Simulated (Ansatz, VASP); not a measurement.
## One calculation of SnSe, two programs

The input INCAR:

```
  PREC = Accurate
  ENCUT = 520
  EDIFF = 1E-6
  ISMEAR = 0
  SIGMA = 0.05
  LREAL = False
  LASPH = True
  NELM = 100
  ALGO = Normal
  ISIF = 2
  LWAVE = False
  LCHARG = False
  GGA = PE
  IVDW = 12
  NBANDS = 50
```

KPOINTS

```
Automatic mesh
0
Gamma
  4 8 8
```

File POSCAR:

```
SnSe
1.0
   11.4836155631      0.0000000000      0.0000000000
    0.0000000000      4.1672321215      0.0000000000
    0.0000000000      0.0000000000      4.3883960957
Sn Se
4 4
Direct
    0.1176558967      0.2500000000      0.0960558245
    0.8823441033      0.7500000000      0.9039441755
    0.3823441033      0.7500000000      0.5960558245
    0.6176558967      0.2500000000      0.4039441755
    0.8569941520      0.2500000000      0.4769926796
    0.1430058480      0.7500000000      0.5230073204
    0.6430058480      0.7500000000      0.9769926796
    0.3569941520      0.2500000000      0.0230073204
```

Input for Ansatz:

```yaml
crystal:
  lattice:
    - [11.4836155631, 0.0, 0.0]
    - [0.0, 4.1672321215, 0.0]
    - [0.0, 0.0, 4.3883960957]
  atoms:
    - { symbol: Sn, position: [0.1176558967, 0.25, 0.0960558245] }
    - { symbol: Sn, position: [0.8823441033, 0.75, 0.9039441755] }
    - { symbol: Sn, position: [0.3823441033, 0.75, 0.5960558245] }
    - { symbol: Sn, position: [0.6176558967, 0.25, 0.4039441755] }
    - { symbol: Se, position: [0.856994152, 0.25, 0.4769926796] }
    - { symbol: Se, position: [0.143005848, 0.75, 0.5230073204] }
    - { symbol: Se, position: [0.643005848, 0.75, 0.9769926796] }
    - { symbol: Se, position: [0.356994152, 0.25, 0.0230073204] }
basis:
  ecutwfc: 420
kpoints:
  mp_grid: { grid: [4, 8, 8] }
hamiltonian:
  xc: pbe
  dispersion: d3bj
scf:
  occupations: { method: gaussian, width: 0.05 }
output:
  forces: true
  stress: true
  eigenvalues: true
```

Alike in both runs: task single point; functional PBE; dispersion D3(BJ); k mesh 4 × 8 × 8; occupations gaussian, width 0.05 eV; no spin polarisation.

|  | VASP | Ansatz |
| --- | --- | --- |
| version | VASP 6.6.1 | Ansatz 0.2.0 |
| potentials or method | VASP PAW PBE potentials, release 64 (Sn_d, Se), cutoff 520 eV | scalar-relativistic, plane waves, PAW |
| valence electrons in the cell | 80 | 120 |

VASP gave:

```
gap on the k mesh at the Fermi level (eV) : 0.56
least direct gap on the mesh (eV)         : 0.83
pressure (GPa)                            : 0.0
rms of the force components (eV/Å)        : 0.009
```

Question: What did Ansatz give for the same quantities?

Answer: gap on the k mesh at the Fermi level (eV): 0.57; least direct gap on the mesh (eV): 0.84; pressure (GPa): 0.0; rms of the force components (eV/Å): 0.001.

Atom by atom the forces differ by 0.008 eV/Å (rms over components). VASP's potentials hold 80 valence electrons a cell and Ansatz's 120, so a difference there can come from the potentials and not from the codes.
